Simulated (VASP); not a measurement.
Wanted: the native input for a VASP 6.6.1 run.

| Item | Value |
| --- | --- |
| Task | single point |
| Functional | PBEsol |
| Potentials or basis | VASP PAW PBE potentials, release 64 (Sb, Au) |
| Cutoff | 520 eV |
| k mesh | 8 × 8 × 8 |
| Occupations | fermi-dirac, width 0.1 eV |
| Spin | no spin polarisation |
| Dipole correction | no |
| Further INCAR settings | ALGO = Normal; EDIFF = 1e-07; NBANDS = 18 |

The structure of Sb2Au lies in POSCAR:

```
Sb2Au
1.0
    0.0000000000      3.3280000000      3.3280000000
    3.3280000000      0.0000000000      3.3280000000
    3.3280000000      3.3280000000      0.0000000000
Sb Au
2 1
Direct
    0.2500000000      0.2500000000      0.2500000000
    0.7500000000      0.7500000000      0.7500000000
    0.0000000000      0.0000000000      0.0000000000
```

These files were run (other wordings do the same):

INCAR

```
SYSTEM = Sb2Au
PREC = Accurate ; ENCUT = 520
EDIFF = 1E-7 ; ISMEAR = -1
SIGMA = 0.1 ; LREAL = .False.
LASPH = .True. ; NELM = 80
ALGO = Normal ; ISIF = 2
LWAVE = .False. ; LCHARG = .False.
GGA = PS ; NBANDS = 18
```

KPOINTS

```
regular mesh
0
Gamma
  8 8 8
  0 0 0
```

Potentials or basis: VASP PAW PBE potentials, release 64 (Sb, Au).

Command:

```console
$ cat potpaw_PBE.64/Sb/POTCAR potpaw_PBE.64/Au/POTCAR > POTCAR
$ mpirun -np 1 vasp_std > vasp.out
```

It gave:

| Property | Result |
| --- | --- |
| Pressure | 4.9 GPa |

Caveat: the PAW data sets were made with another functional, which shifts forces and pressure a little.

It took 15 s on 1 thread of Intel(R) Xeon(R) 6975P-C (Granite Rapids), on a shared host, peak memory 0.22 GiB.
